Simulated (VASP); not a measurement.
**Al: single point with HSE06**

Al:

```
Al
1.0
     2.72184    0.00000    0.00000
     0.00000    2.72184    0.00000
     0.00000    0.00000    2.72184
Al
1
Direct
  0.00000 0.00000 0.00000
```

This isn't the form of Al at room conditions, which is fcc.

```json
{
  "Program": "VASP 6.6.1",
  "Task": "single point",
  "Functional": "HSE06",
  "Potentials or basis": "VASP PAW PBE potentials, release 64 (Al)",
  "Cutoff": "520 eV",
  "k mesh": "6 × 6 × 6",
  "Occupations": "fermi-dirac, width 0.1 eV",
  "Spin": "no spin polarisation",
  "Dipole correction": "no",
  "Grid for exact exchange (PRECFOCK)": "Normal",
  "Further INCAR settings": "ALGO = Normal; EDIFF = 1e-07; NBANDS = 8",
  "Share of exact exchange": "0.25",
  "Screening parameter": "0.2079 1/Å"
}
```

```yaml
Pressure: -0.2 GPa
Band_gap_on_the_k_mesh: zero (an odd number of electrons rules out a gap without spin polarisation)
```

Levels at points of the mesh, in eV from the Fermi level:
```tsv
k point	band 1	band 2	band 3	band 4	band 5	band 6
(0.00, 0.00, 0.00)	-10.92	8.87	8.87	10.01	10.01	10.01
(0.50, 0.00, 0.00)	-5.95	-4.68	11.64	13.73	13.73	15.28
(0.50, 0.50, 0.00)	-0.60	-0.60	-0.21	2.54	17.47	18.03
(0.50, 0.50, 0.50)	4.55	4.55	4.55	7.12	7.12	7.12
```

It took 120 s on 1 thread of Intel Xeon 8259CL (shared host), peak memory 0.22 GiB.

Caveat: the k points lie up to 0.38 Å⁻¹ apart, too coarse for converged energies and pressures of a metal; the PAW data sets were made with another functional, which shifts forces and pressure a little.
